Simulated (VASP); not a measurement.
# ZrB (Fm-3m) in VASP: a series of runs

ZrB is run at these levels: LDA; tasks: single point, relaxation of cell and atoms.

Program: VASP 6.6.1. These are calculated values, not measurements. Logs are shortened: lines on timing, memory, paths and dates and some standing lists are left out, and cuts for length are marked.

### Step 1. The cell of the first run

Symmetry: Fm-3m, No. 225, cubic system. Conventional cell: a = 4.682 Å, b = 4.682 Å, c = 4.682 Å, α = 90.00°, β = 90.00°, γ = 90.00°. Zr (site symmetry m-3m) has 6 B at 2.34 Å within 3.1 Å. B (site symmetry m-3m) has 6 Zr at 2.34 Å within 3.1 Å.

### Step 2. Single point, LDA

INCAR reads:

```
PREC = Accurate
ENCUT = 500
EDIFF = 1E-6
ISMEAR = 1
SIGMA = 0.1
LREAL = F
LASPH = T
NELM = 120
ALGO = Normal
ISIF = 2
LWAVE = F
LCHARG = T
GGA = CA
LELF = T
LVHAR = T
NBANDS = 14
GGA_COMPAT = F
```

KPOINTS reads:

```
regular mesh
0
Gamma
  12 12 12
```

POSCAR reads:

```
ZrB
1.0
    3.3109424058      0.0000000000      0.0000000000
    1.6554712029      2.8673602339      0.0000000000
    1.6554712029      0.9557867446      2.7033731540
Zr B
1 1
Direct
    0.5000000000      0.5000000000      0.5000000000
    0.0000000000      0.0000000000      0.0000000000
```

Potentials or basis: VASP PAW LDA potentials, release 64 (Zr_sv, B).

The run is started by

```
$ cat potpaw_LDA.64/Zr_sv/POTCAR potpaw_LDA.64/B/POTCAR > POTCAR
$ mpirun -np 1 vasp_std > vasp.out
```

OUTCAR:

```text
PREC = Accurate
   ENCUT = 500
   EDIFF = 1E-6
   ISMEAR = 1
   LREAL = F
   LASPH = T
   NELM = 120
   ISIF = 2
   GGA = CA

 ion  position               nearest neighbor table
   1  0.500  0.500  0.500-   2 2.34   2 2.34   2 2.34   2 2.34   2 2.34   2 2.34
   2  0.000  0.000  0.000-   1 2.34   1 2.34   1 2.34   1 2.34   1 2.34   1 2.34

  LATTYP: Found a face centered cubic cell.
 ALAT       =     4.6823796545

  Lattice vectors:

 A1 = (   3.3109424058,   0.0000000000,   0.0000000000)
 A2 = (   1.6554712029,   2.8673602339,   0.0000000000)
 A3 = (   1.6554712029,   0.9557867446,   2.7033731540)

Analysis of symmetry for initial positions (statically):
=====================================================================
 Subroutine PRICEL returns:
 Original cell was already a primitive cell.

 Routine SETGRP: Setting up the symmetry group for a
 face centered cubic supercell.

 Subroutine GETGRP returns: Found 48 space group operations
 (whereof 48 operations were pure point group operations)
 out of a pool of 48 trial point group operations.

The static configuration has the point symmetry O_h .

Analysis of symmetry for dynamics (positions and initial velocities):
=====================================================================
 Subroutine PRICEL returns:
 Original cell was already a primitive cell.

 Routine SETGRP: Setting up the symmetry group for a
 face centered cubic supercell.

 Subroutine GETGRP returns: Found 48 space group operations
 (whereof 48 operations were pure point group operations)
 out of a pool of 48 trial point group operations.

The dynamic configuration has the point symmetry O_h .

 Subroutine INISYM returns: Found 48 space group operations
 (whereof 48 operations are pure point group operations),
 and found     1 'primitive' translations

----------------------------------------------------------------------------------------

                                     Primitive cell

  volume of cell :      25.6649

  direct lattice vectors                    reciprocal lattice vectors
     3.310942406  0.000000000  0.000000000     0.302028812 -0.174376416 -0.123302746
     1.655471203  2.867360234  0.000000000     0.000000000  0.348752831 -0.123302746
     1.655471203  0.955786745  2.703373154     0.000000000  0.000000000  0.369908238

  length of vectors
     3.310942406  3.310942406  3.310942406     0.369908238  0.369908238  0.369908238

  position of ions in fractional coordinates (direct lattice)
     0.500000000  0.500000000  0.500000000
     0.000000000  0.000000000  0.000000000

  ion indices of the primitive-cell ions
   primitive index   ion index
                 1           1
                 2           2

----------------------------------------------------------------------------------------

 KPOINTS: regular mesh

Automatic generation of k-mesh.
 Grid dimensions read from file:
 generate k-points for:   12   12   12

 Generating k-lattice:

  Cartesian coordinates                     Fractional coordinates (reciprocal lattice)
     0.025169068 -0.014531368 -0.010275229     0.083333333  0.000000000 -0.000000000
     0.000000000  0.029062736 -0.010275229     0.000000000  0.083333333  0.000000000
     0.000000000  0.000000000  0.030825686     0.000000000  0.000000000  0.083333333

  Length of vectors
     0.030825686  0.030825686  0.030825686

  Shift w.r.t. Gamma in fractional coordinates (k-lattice)
     0.000000000  0.000000000  0.000000000

 Subroutine IBZKPT returns following result:
 ===========================================

 Found     72 irreducible k-points:

 Following reciprocal coordinates:
            Coordinates               Weight
  0.000000  0.000000  0.000000      1.000000
  0.083333 -0.000000 -0.000000      8.000000
  0.166667  0.000000 -0.000000      8.000000
  0.250000 -0.000000 -0.000000      8.000000
  0.333333  0.000000  0.000000      8.000000
  0.416667  0.000000  0.000000      8.000000
[... 16 lines left out ...]
  0.500000  0.166667 -0.000000     24.000000
 -0.416667  0.166667  0.000000     24.000000
 [... further k-points ...]
   k-points           NKPTS =     72   k-points in BZ     NKDIM =     72   number of bands    NBANDS=     14
   number of dos      NEDOS =    301   number of ions     NIONS =      2
   total plane-waves  NPLWV =  13824
   dimension x,y,z NGX =    24 NGY =   24 NGZ =   24
   dimension x,y,z NGXF=    48 NGYF=   48 NGZF=   48
   ions per type =               1   1
   NGX,Y,Z   is equivalent  to a cutoff of  12.05, 12.05, 12.05 a.u.
   NGXF,Y,Z  is equivalent  to a cutoff of  24.10, 24.10, 24.10 a.u.
 SYSTEM =  unknown system
   PREC   = accura    normal or accurate (medium, high low for compatibility)
   ISTART =      0    job   : 0-new  1-cont  2-samecut
   ICHARG =      2    charge: 1-file 2-atom 10-const
   ISPIN  =      1    spin polarized calculation?
   LNONCOLLINEAR =      F non collinear calculations
   LSORBIT =      F    spin-orbit coupling
   LASPH  =      T    aspherical Exc in radial PAW
   ENCUT  =  500.0 eV  36.75 Ry    6.06 a.u.   6.04  6.04  6.04*2*pi/ulx,y,z
   NELM   =    120;   NELMIN=  2; NELMDL= -5     # of ELM steps
   EDIFF  = 0.1E-05   stopping-criterion for ELM
   LREAL  =      F    real-space projection
   EDIFFG = 0.1E-04   stopping-criterion for IOM
   NSW    =      0    number of steps for IOM
   IBRION =     -1    ionic relax: 0-MD 1-quasi-New 2-CG
   NFREE  =      0    steps in history (QN), initial steepest desc. (CG)
   ISIF   =      2    stress and relaxation
   ISYM   =      2    0-nonsym 1-usesym 2-fastsym
   POTIM  = 0.5000    time-step for ionic-motion
   TEBEG  =    0.0;   TEEND  =   0.0 temperature during run
   PSTRESS=    0.0 pullay stress
   NELECT =      15.0000    total number of electrons
   NUPDOWN=      -1.0000    fix difference up-down
   EMIN   =  10.00;   EMAX   =-10.00  energy-range for DOS
   EFERMI =   0.00;   METHOD = LEGACY
   ISMEAR =     1;   SIGMA  =   0.10  broadening in eV -4-tet -1-fermi 0-gaus
   EFERMI_NEDOS =   21; number of points for ismear=-14 and -15
   IALGO  =     38    algorithm
   IMIX   =      4    mixing-type and parameters
     AMIX     =   0.40;   BMIX     =  1.00
     AMIX_MAG =   1.60;   BMIX_MAG =  1.00
  volume/ion in A,a.u.               =      12.83        86.60
  Fermi-wavevector in a.u.,A,eV,Ry     =   1.368754  2.586569 25.490332  1.873487
  Thomas-Fermi vector in A             =   2.494690
   LORBIT       =      0    0 simple, 1 ext, 2 COOP (PROOUT), +10 PAW based schemes
   GGA     = CA    functional components
   LHFCALC =     F    Hartree Fock is set to
   AEXX    =    0.0000 exact exchange contribution
   IVDW    =     0    specifies the selected vdW correction
   LEPSILON=     F    determine dielectric tensor
   LRPA    =     F    only Hartree local field effects (RPA)
 non-spin polarized calculation
 Methfessel and Paxton  Order N= 1 SIGMA  =   0.10
  energy-cutoff  :      500.00
  volume of cell :       25.66
 maximum number of plane-waves:       662
   NGX = 13   NGY = 13   NGZ = 13

 number of electron      15.0000000 magnetization

 Free energy of the ion-electron system (eV)
  ---------------------------------------------------
  ext. energy  EPLUGINS =         0.00000000
  ---------------------------------------------------
  free energy    TOTEN  =       -17.36963233 eV

  energy without entropy =      -17.36880273  energy(sigma->0) =      -17.36935580

 E-fermi :   8.6978     XC(G=0): -12.2913

 val. band max:        8.6841416331   @ k =   0.5000   0.2500  -0.0000
 cond. band min:       8.7475174507   @ k =   0.3333   0.1667   0.0833
 fundamental gap:      0.0633758176
 Fermi energy:         8.6978401800

 k-point     1 :       0.0000    0.0000    0.0000
  band No.  band energies     occupation
      1     -37.9017      2.00000
      2     -15.8040      2.00000
      3     -15.8040      2.00000
      4     -15.8040      2.00000
      5       0.5179      2.00000
      6      10.5484     -0.00000
      7      10.5484     -0.00000
      8      10.5484     -0.00000
      9      12.3096      0.00000
     10      12.3096      0.00000
     11      12.4567      0.00000
     12      12.4567      0.00000
     13      12.4567      0.00000
     14      19.8215      0.00000

 k-point     2 :       0.0833   -0.0000   -0.0000
  band No.  band energies     occupation
      1     -37.8943      2.00000
      2     -15.8690      2.00000
      3     -15.8101      2.00000
      4     -15.8101      2.00000
      5       0.7036      2.00000
      6      10.0037     -0.00000
      7      10.4086     -0.00000
      8      10.4086     -0.00000
      9      11.2779      0.00000
     10      11.2779      0.00000
     11      12.7315      0.00000
     12      13.9926      0.00000
     13      13.9926      0.00000
     14      20.2723      0.00000

 k-point     3 :       0.1667    0.0000   -0.0000
  band No.  band energies     occupation
      1     -37.8739      2.00000
      2     -16.0427      2.00000
      3     -15.8267      2.00000
      4     -15.8267      2.00000
      5       1.2289      2.00000
      6       8.9498     -0.00212
      7       9.4888     -0.00000
      8       9.4888     -0.00000
      9      11.4665      0.00000
     10      11.4665      0.00000
     11      13.1278      0.00000
     12      15.7882      0.00000
     13      15.7882      0.00000
     14      21.3983      0.00000
[... 324 lines left out ...]
 k-point    23 :       0.5000    0.1667   -0.0000
  band No.  band energies     occupation
      1     -37.7798      2.00000
      2     -16.6102      2.00000
      3     -16.0335      2.00000
      4     -15.9510      2.00000
      5       4.0394      2.00000
      6       5.6045      2.00000
      7       7.6852      2.00000
      8       7.9440      2.00000
      9      12.8370      0.00000
     10      14.4893      0.00000
     11      15.5493      0.00000
     12      18.7678      0.00000
     13      19.2982      0.00000
     14      21.3051      0.00000

 k-point    24 :      -0.4167    0.1667    0.0000
  band No.  band energies     occupation
      1     -37.7779      2.00000
      2     -16.6186      2.00000
      3     -16.0654      2.00000
      4     -15.9282      2.00000
      5       4.4108      2.00000
      6       5.2683      2.00000
      7       7.6807      2.00000
      8       7.7041      2.00000
      9      13.8086      0.00000
     10      13.9533      0.00000
     11      15.2676      0.00000
     12      18.8955      0.00000
     13      19.7778      0.00000
     14      20.7272      0.00000

 [... further k-points ...]
[... 5 lines left out ...]
  --------------------------------------------------------------------------------------
  -------------------------------------------------------------------------------------
  Total        3.2795278      3.2795278      3.2795278     -0.0000000     -0.0000000      0.0000000
  in kB      204.7302530    204.7302530    204.7302530     -0.0000000     -0.0000000      0.0000000
  external PRESSURE =     204.7302530 kB  Pullay stress =       0.0000000 kB

 VOLUME and BASIS-vectors are now :
 -----------------------------------------------------------------------------
  energy-cutoff  :      500.00
  volume of cell :       25.66
      direct lattice vectors                 reciprocal lattice vectors
     3.310942406  0.000000000  0.000000000     0.302028812 -0.174376416 -0.123302746
     1.655471203  2.867360234  0.000000000     0.000000000  0.348752831 -0.123302746
     1.655471203  0.955786745  2.703373154     0.000000000  0.000000000  0.369908238

 POSITION                                       TOTAL-FORCE (eV/Angst)
 -----------------------------------------------------------------------------------
      3.31094      1.91157      1.35169        -0.000000      0.000000      0.000000
      0.00000      0.00000      0.00000         0.000000     -0.000000      0.000000
 -----------------------------------------------------------------------------------
    total drift:                               -0.000000      0.000000     -0.000000

  FREE ENERGIE OF THE ION-ELECTRON SYSTEM (eV)
  ---------------------------------------------------
  free  energy   TOTEN  =       -17.3696323348 eV

  energy  without entropy=      -17.3688027313  energy(sigma->0) =      -17.36935580
```

Run time: 6.9 s. Hardware: 1 thread of Intel Xeon 6975P-C (Granite Rapids), shared host; peak memory 0.14 GiB.

Results:

- Free energy: -17.3696 eV
- Pressure: 20.5 GPa

### Step 3. Single point, LDA

This run uses another cell than the first one, of 13.40 Å³/atom, 1.044 times its volume.

INCAR reads:

```
SYSTEM = ZrB
ALGO = Normal ; EDIFF = 1E-6
ENCUT = 500 ; GGA_COMPAT = .False.
ISIF = 2 ; ISMEAR = 1
LASPH = .True. ; LCHARG = .False.
LREAL = .False. ; LWAVE = .False.
NBANDS = 14 ; NELM = 120
PREC = Accurate ; SIGMA = 0.1
```

KPOINTS reads:

```
k-points
0
Gamma
  12 12 12
  0 0 0
```

POSCAR reads:

```
ZrB
1.0
    3.3586576987      0.0000000000      0.0000000000
    1.6793288494      2.9086828897      0.0000000000
    1.6793288494      0.9695609632      2.7423325275
Zr B
1 1
Direct
    0.5000000000      0.5000000000      0.5000000000
    0.0000000000      0.0000000000      0.0000000000
```

Potentials or basis: VASP PAW LDA potentials, release 64 (Zr_sv, B).

The run is started by

```
$ cat potpaw_LDA.64/Zr_sv/POTCAR potpaw_LDA.64/B/POTCAR > POTCAR
$ mpirun -np 1 vasp_std > vasp.out
```

Run time: 6 s. Hardware: 1 thread of Intel Xeon 6975P-C (Granite Rapids), shared host; peak memory 0.14 GiB.

It converged, with:

```yaml
Free_energy: -17.4775 eV
Pressure: 10.4 GPa
```

Levels at points of the mesh, in eV from the Fermi level:
```
           k point  band 4  band 5  band 6  band 7  band 8  band 9  band 10  band 11  band 12  band 13
(0.00, 0.00, 0.00)  -24.70   -8.10    1.81    1.81    1.81    3.47     3.47     3.66     3.66     3.66
(0.50, 0.00, 0.00)  -24.78   -4.02   -3.69   -1.30   -1.30    5.33     5.33     6.78     8.03    12.49
(0.50, 0.50, 0.00)  -24.98   -6.21   -0.99   -0.46    2.36    2.36     5.10     6.38     6.38     9.78
```

### Step 4. Single point, LDA

This run uses another cell than the first one, of 13.72 Å³/atom, 1.069 times its volume.

INCAR reads:

```
PREC     = Accurate       # precision mode
ENCUT    = 500            # plane-wave cutoff, eV
EDIFF    = 1E-6           # SCF threshold, eV
ISMEAR   = 1              # smearing method
SIGMA    = 0.1            # smearing width, eV
LREAL    = F              # projectors in reciprocal space
LASPH    = T              # aspherical terms in the spheres
NELM     = 120            # most SCF steps
ALGO     = Normal         # electronic algorithm
ISIF     = 2              # what is computed and relaxed
LWAVE    = F              # write WAVECAR
LCHARG   = F              # write CHGCAR
NBANDS   = 14             # bands
GGA_COMPAT= F
```

KPOINTS reads:

```
Automatic mesh
0
Gamma
  12 12 12
```

POSCAR reads:

```
ZrB
1.0
    3.3859325199      0.0000000000      0.0000000000
    1.6929662599      2.9323035777      0.0000000000
    1.6929662599      0.9774345259      2.7646023257
Zr B
1 1
Direct
    0.5000000000      0.5000000000      0.5000000000
    0.0000000000      0.0000000000      0.0000000000
```

The run is started by

```
$ cat potpaw_LDA.64/Zr_sv/POTCAR potpaw_LDA.64/B/POTCAR > POTCAR
$ mpirun -np 1 vasp_std > vasp.out
```

Wall time 12 s (1 thread of Intel Xeon 6975P-C (Granite Rapids), shared host); peak memory 0.15 GiB.

Results (log left out):

```
Free energy : -17.5101 eV
Pressure    : 5.4 GPa
```

Levels at points of the mesh, in eV from the Fermi level:
```csv
k point,band 6,band 7,band 8,band 9,band 10,band 11
"(0.00, 0.00, 0.00)",1.79,1.79,1.79,3.39,3.39,3.61
"(0.50, 0.00, 0.00)",-3.78,-1.26,-1.26,5.19,5.19,6.59
"(0.50, 0.50, 0.00)",-0.93,-0.53,2.28,2.28,4.96,6.20
```

### Step 5. Single point, LDA

This run uses another cell than the first one, of 14.10 Å³/atom, 1.098 times its volume.

INCAR reads:

```
PREC = Accurate ; ENCUT = 500
EDIFF = 1E-6 ; ISMEAR = 1
SIGMA = 0.1 ; LREAL = False
LASPH = True ; NELM = 120
ALGO = Normal ; ISIF = 2
LWAVE = False ; LCHARG = False
GGA = CA ; NBANDS = 14
GGA_COMPAT = False
```

KPOINTS reads:

```
regular mesh
0
Gamma
  12 12 12
```

POSCAR reads:

```
ZrB
1.0
    3.4162314193      0.0000000000      0.0000000000
    1.7081157097      2.9585431944      0.0000000000
    1.7081157097      0.9861810648      2.7893412736
Zr B
1 1
Direct
    0.5000000000      0.5000000000      0.5000000000
    0.0000000000      0.0000000000      0.0000000000
```

The run is started by

```
$ cat potpaw_LDA.64/Zr_sv/POTCAR potpaw_LDA.64/B/POTCAR > POTCAR
$ mpirun -np 1 vasp_std > vasp.out
```

It took 11 s on 1 thread of Intel Xeon 6975P-C (Granite Rapids), shared host; peak memory 0.16 GiB.

Results (log left out):

```
Free energy : -17.5235 eV
Pressure    : 0.4 GPa
```

Levels at points of the mesh, in eV from the Fermi level:
```
           k point  band 5  band 6  band 7  band 8  band 9  band 10  band 11  band 12
(0.00, 0.00, 0.00)   -8.00    1.76    1.76    1.76    3.29     3.29     3.54     3.54
(0.50, 0.00, 0.00)   -3.89   -3.87   -1.21   -1.21    5.03     5.03     6.38     7.79
(0.50, 0.50, 0.00)   -6.08   -0.87   -0.61    2.20    2.20     4.81     6.00     6.00
```

### Step 6. Relaxation of cell and atoms, LDA

This run uses another cell than the first one, of 14.82 Å³/atom, 1.155 times its volume.

INCAR reads:

```
SYSTEM = ZrB
ALGO = Normal
EDIFF = 1E-7
EDIFFG = -0.05
ENCUT = 500
GGA = CA
GGA_COMPAT = .False.
IBRION = 2
ISIF = 3
ISMEAR = 1
LASPH = .True.
LCHARG = .False.
LREAL = .False.
LWAVE = .False.
NELM = 120
NELMIN = 4
NSW = 50
PREC = Accurate
SIGMA = 0.1
```

KPOINTS reads:

```
k-points
0
Gamma
  12 12 12
  0 0 0
```

POSCAR reads:

```
ZrB
1.0
    3.4737620000      0.0000000000      0.0000000000
    1.7368810000      3.0083661387      0.0000000000
    1.7368810000      1.0027887129      2.8363147960
Zr B
1 1
Direct
    0.5000000000      0.5000000000      0.5000000000
    0.0000000000      0.0000000000      0.0000000000
```

Potentials or basis: VASP PAW LDA potentials, release 64 (Zr_sv, B).

The run is started by

```
$ cat potpaw_LDA.64/Zr_sv/POTCAR potpaw_LDA.64/B/POTCAR > POTCAR
$ mpirun -np 1 vasp_std > vasp.out
```

Wall time 27 s (1 thread of Intel Xeon 6975P-C (Granite Rapids), shared host); peak memory 0.16 GiB.

Results (log left out):

| Item | Value |
| --- | --- |
| Free energy | -17.5243 eV |
| Relaxed volume | 14.13 Å³/atom |
| Relaxed cell | a = 3.419 Å, b = 3.419 Å, c = 3.419 Å, α = 60.00°, β = 60.00°, γ = 60.00° |
| Space group after relaxing (to 0.05 Å) | Fm-3m (No. 225) |
| Energy gained by relaxing | 17.6 meV/atom |
| Ionic steps | 3 |
| Pressure after relaxing | -0.1 GPa |

The path:
| step | energy change (eV) | largest force (eV/Å) | pressure (GPa) | volume (Å³) |
| --- | --- | --- | --- | --- |
| 1 | 0.0000 | 0.0000 | -7.77 | 29.64 |
| 2 | 0.0187 | 0.0000 | 11.42 | 26.66 |
| 3 | -0.0352 | 0.0000 | -0.11 | 28.26 |

Final structure:
```
Zr B
1.0
     3.41910    0.00000    0.00000
     1.70955    2.96103    0.00000
     1.70955    0.98701    2.79169
Zr B
1 1
Direct
  0.50000 0.50000 0.50000
  0.00000 0.00000 0.00000
```

Levels at points of the mesh, in eV from the Fermi level:
```tsv
k point	band 5	band 6	band 7	band 8	band 9	band 10	band 11
(0.00, 0.00, 0.00)	-8.00	1.76	1.76	1.76	3.29	3.29	3.54
(0.50, 0.00, 0.00)	-3.88	-3.87	-1.21	-1.21	5.02	5.02	6.36
(0.50, 0.50, 0.00)	-6.07	-0.87	-0.61	2.20	2.20	4.79	5.99
```

### Step 7. Summary

| task | cell | gap on the mesh (eV) | pressure (GPa) |
| --- | --- | --- | --- |
| single point | a = 3.311 Å, angles 60.0°, 2 atoms | none | 20.5 |
| single point | a = 3.359 Å, angles 60.0°, 2 atoms | none | 10.4 |
| single point | a = 3.386 Å, angles 60.0°, 2 atoms | none | 5.4 |
| single point | a = 3.416 Å, angles 60.0°, 2 atoms | none | 0.4 |
| relaxation of cell and atoms | relaxed from a = 3.474 Å, angles 60.0°, 2 atoms | none | -0.1 |

Alike in all rows: level LDA; potentials or basis VASP PAW LDA potentials, release 64 (Zr_sv, B); no spin polarisation; k mesh 12 × 12 × 12; cutoff (eV) 500; smearing methfessel-paxton 0.1 eV.

Absolute energies hang on the potentials; compare differences alone.
